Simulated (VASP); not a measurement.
A run of VASP 6.6.1:

File INCAR:

```
SYSTEM = GaSb
PREC     = Accurate       ! precision mode
ENCUT    = 520            ! plane-wave cutoff, eV
EDIFF    = 1E-6           ! SCF threshold, eV
ISMEAR   = 0              ! smearing method
SIGMA    = 0.1            ! smearing width, eV
LREAL    = .False.        ! projectors in reciprocal space
LASPH    = .True.         ! aspherical terms in the spheres
NELM     = 60             ! most SCF steps
ALGO     = Fast           ! electronic algorithm
ISIF     = 2              ! what is computed and relaxed
LWAVE    = .False.        ! write WAVECAR
LCHARG   = .False.        ! write CHGCAR
LDIPOL   = .True.       
IDIPOL   = 3            
DIPOL    = 0.5 0.5 0.501
GGA      = PS             ! functional
NBANDS   = 66             ! bands
```

The input KPOINTS:

```
Automatic mesh
0
Gamma
  5 9 1
  0 0 0
```

POSCAR

```
GaSb
1.0
    8.6425817921      0.0000000000      0.0000000000
   -2.1606454480      3.7423476931      0.0000000000
    0.0000000000      0.0000000000     22.9387182941
Sb Ga
6 6
Direct
    0.5000000000      0.0000000000      0.3269581109
    0.0000000000      0.0000000000      0.3269581109
    0.6664340942      0.6662621432      0.4839207887
    0.1708808111      0.6706697549      0.4830381888
    0.8529505974      0.3523745578      0.6377024542
    0.3113112134      0.3107611054      0.6420856909
    0.1666666667      0.6666666667      0.3654118640
    0.6666666667      0.6666666667      0.3654118640
    0.3327135673      0.3324764820      0.5230206506
    0.8377145527      0.3375613996      0.5189637275
    0.5076366839      0.0070414565      0.6512855744
   -0.0184926466     -0.0189644055      0.6919809549
```

Potentials or basis: VASP PAW PBE potentials, release 64 (Sb, Ga_d).

The run is started by

```sh
$ cat potpaw_PBE.64/Sb/POTCAR potpaw_PBE.64/Ga_d/POTCAR > POTCAR
$ mpirun -np 1 vasp_std > vasp.out
```

Hardware: 1 thread of Oxide Virtual Turin-like Processor, with other jobs on the host.

Task: How long does it take, and how much memory?

Result: It took 61 min on 1 thread of Oxide Virtual Turin-like Processor (shared host), peak memory 1.2 GiB. Counts: scf iterations 25, k points 23.
